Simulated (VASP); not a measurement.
Here is a VASP 6.6.1 calculation.

The input INCAR:

```
SYSTEM = CuO
ALGO = Normal
EDIFF = 1E-7
ENCUT = 520
GGA = PS
ISIF = 2
ISMEAR = 0
LASPH = .True.
LCHARG = .True.
LELF = .True.
LREAL = .False.
LVHAR = .True.
LWAVE = .False.
NBANDS = 25
NELM = 80
PREC = Accurate
SIGMA = 0.1
```

The input KPOINTS:

```
k-points
0
Gamma
  16 16 8
  0 0 0
```

The input POSCAR:

```
CuO
1.0
    2.0443624084     -2.0423065835      0.1596126006
    2.0443624084      2.0423065835      0.1596126006
   -0.3973202511      0.0000000000      5.0764976935
Cu O
2 2
Direct
    0.0000000000      0.5000000000      0.0000000000
    0.5000000000      0.0000000000      0.5000000000
    0.5000411508      0.4999588492      0.2500000000
    0.4999588492      0.5000411508      0.7500000000
```

Potentials or basis: VASP PAW PBE potentials, release 64 (Cu, O).

Launch:

```sh
$ cat potpaw_PBE.64/Cu/POTCAR potpaw_PBE.64/O/POTCAR > POTCAR
$ mpirun -np 1 vasp_std > vasp.out
```

Problem. Estimate the band gap on the k mesh.

Solution. Zero (bands 17 and 18 overlap by 1.21 eV).

Problem. Predict the pressure.

Solution. 0.8 GPa.

Stress tensor (GPa, compression positive):
```
 0.60  0.00 -0.03
 0.00  0.65  0.00
-0.03  0.00  1.07
```

Caveat: the PAW data sets were made with another functional, which shifts forces and pressure a little; semilocal functionals often make such compounds metallic where correlation or magnetic order opens a gap, which also shifts bond lengths. With open d or f shells a metallic result of PBEsol can be an artefact of self-interaction; +U or a hybrid may open a gap.
